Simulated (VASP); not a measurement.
Here is a VASP 6.6.1 calculation.

Contents of INCAR:

```
SYSTEM = TaN
  PREC = Accurate
  ENCUT = 520
  EDIFF = 1E-8
  ISMEAR = -1
  SIGMA = 0.15
  LREAL = .FALSE.
  LASPH = .TRUE.
  NELM = 60
  ALGO = Normal
  ISIF = 2
  LWAVE = .FALSE.
  LCHARG = .FALSE.
  GGA = PE
  IBRION = 8
  NSW = 1
```

KPOINTS

```
Automatic mesh
0
G
  16 16 16
  0 0 0
```

File POSCAR:

```
TaN
1.0
    0.0000000000      2.2004855103      2.2004855103
    2.2004855103      0.0000000000      2.2004855103
    2.2004855103      2.2004855103      0.0000000000
Ta N
1 1
Direct
    0.5000000000      0.5000000000      0.5000000000
    0.0000000000      0.0000000000      0.0000000000
```

Potentials or basis: VASP PAW PBE potentials, release 64 (Ta_pv, N).

Command:

```bash
$ cat potpaw_PBE.64/Ta_pv/POTCAR potpaw_PBE.64/N/POTCAR > POTCAR
$ mpirun -np 1 vasp_std > vasp.out
```

Q: Estimate the highest phonon frequency at Γ, LO-TO splitting left out.

A: 398 cm⁻¹.

Phonon frequencies in cm⁻¹ (negative: imaginary):
| q point | frequencies |
| --- | --- |
| (0.000, 0.000, 0.000) | 0 0 0 398 398 398 |

Caveat: the cell wasn't relaxed at this level first, which shifts response properties.
